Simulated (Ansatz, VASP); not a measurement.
# One calculation of Si2N, two programs

```
Si N
1.0
     1.36079    0.78565    5.43519
    -1.36079    0.78565    5.43519
     0.00000   -1.57130    5.43519
Si N
2 1
Direct
  0.58476 0.58476 0.58476
  0.41524 0.41524 0.41524
  0.00000 0.00000 0.00000
```

Change from the starting cell: species swapped into the NiS2 type (R-3m, No. 166).

Alike in both runs: functional PBE; k mesh 6 × 6 × 6; occupations gaussian, width 0.1 eV; no spin polarisation.

Ansatz relaxed the structure, and its values are those at the end. VASP's run is a single point on that final structure, the one shown.

|  | VASP | Ansatz |
| --- | --- | --- |
| version | VASP 6.6.1 | Ansatz 0.2.0 |
| potentials or method | VASP PAW PBE potentials, release 64 (Si, N), cutoff 520 eV | scalar-relativistic, plane waves, PAW |
| valence electrons in the cell | 13 | 13 |

VASP gave:

- gap on the k mesh at the Fermi level (eV): none
- pressure (GPa): 0.0
- rms of the force components (eV/Å): 0.003

Q: What did Ansatz give for the same quantities?

A: gap on the k mesh at the Fermi level (eV): none; pressure (GPa): 0.0; rms of the force components (eV/Å): 0.000.

A gap of «none» marks a metal or a gap that the smearing closes.

The k mesh is coarse, so the values compare programs but aren't converged.
